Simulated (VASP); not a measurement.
Hf8O16F (a cell with a defect): single point with HSE06

Hf8O16F (a cell with a defect):

```
Hf O F
1.0
    -3.60477    3.60477    5.26471
     3.60477   -3.60477    5.26471
     3.60477    3.60477   -5.26471
Hf O F
8 16 1
Direct
  0.00952 0.04869 0.52149
  0.93364 0.48906 0.95521
  0.46185 0.99358 0.98746
  0.51063 0.53814 0.50716
  0.99312 0.99520 0.96380
  0.98823 0.49730 0.47631
  0.47969 0.00709 0.51784
  0.47900 0.52515 0.98117
  0.11063 0.40175 0.78162
  0.12601 0.81720 0.29754
  0.67506 0.30720 0.32470
  0.61803 0.90119 0.78598
  0.38014 0.16402 0.77443
  0.50758 0.67652 0.32047
  0.03245 0.17581 0.31110
  0.87404 0.66350 0.77537
  0.16274 0.51663 0.30343
  0.08323 0.85904 0.67685
  0.57815 0.35817 0.67071
  0.69422 0.87255 0.19759
  0.31771 0.95268 0.15950
  0.35109 0.62540 0.73998
  0.84625 0.12597 0.73892
  0.78601 0.48714 0.14240
  0.27366 0.24228 0.09407
```

```
Program             : VASP 6.6.1
Task                : single point
Functional          : HSE06
Potentials or basis : VASP PAW PBE potentials, release 64 (Hf_pv, O, F)
Cutoff              : 520 eV
k mesh              : 1 × 1 × 1, shifted
Occupations         : fermi-dirac, width 0.01 eV
Spin                : collinear spin
Starting moments    : [0.0, -0.01, 0.0, 0.0, 0.0, 0.0, 0.0, 0.0, 0.0, 0.43, 0.0, 0.0, 0.0, 0.0, 0.05, 0.0, 0.55, 0.0, 0.0, 0.0, 0.02, 0.0, 0.0, 0.0, 0.02] μB
Fixed moment        : 1 μB
```

```
Pressure                                              : -5.9 GPa
Largest force                                         : 0.422 eV/Å
Net moment                                            : 1.00 μB per cell
Site moments                                          : Hf -0.01, -0.03, +0.00, -0.00 (each value once); O +0.00, +0.36, -0.00, +0.04, +0.47, +0.01 (each value once); F +0.02 μB
Valence electrons inside the program's atomic spheres : Hf 8.30, 8.36, 8.23, 8.24, 8.34, 8.22, 8.25, 8.40; O 5.13, 5.04, 5.12, 5.14, 5.15, 5.11, 5.16, 5.03, 5.17 (each value once); F 6.19
```

Forces in eV/Å, atoms in the order of the input:
```
Hf  -0.079  0.045  0.024
Hf   0.021 -0.086 -0.055
Hf   0.092  0.155 -0.173
Hf  -0.049  0.201  0.287
Hf  -0.261  0.162  0.006
Hf  -0.036 -0.082 -0.082
Hf  -0.087 -0.028 -0.028
Hf  -0.017  0.136  0.128
O   -0.117 -0.015 -0.102
O   -0.194  0.176 -0.330
O   -0.039 -0.099  0.065
O   -0.117 -0.152 -0.041
O   -0.063 -0.195  0.027
O    0.011 -0.019 -0.122
O    0.031 -0.175  0.123
O    0.141 -0.129 -0.091
O    0.088 -0.219  0.288
O    0.100  0.041 -0.031
O    0.069  0.110  0.168
O    0.081  0.039  0.069
O    0.104 -0.024  0.121
O    0.087  0.020 -0.125
O    0.150  0.037 -0.009
O    0.030 -0.048  0.063
F    0.054  0.149 -0.182
```

Stress tensor (GPa, compression positive):
```
-6.75 -2.36  1.55
-2.36 -4.29  0.67
 1.55  0.67 -6.74
```

Run time: 42 min on 1 thread of AMD EPYC 7R13, with other jobs on the host, peak memory 0.73 GiB.

Caveat: the k points lie up to 1.06 Å⁻¹ apart, too coarse for converged energies, forces and pressures; the PAW data sets were made with another functional, which shifts forces and pressure a little; the total moment is fixed, so each spin has its own Fermi level and the state may be an excited one.
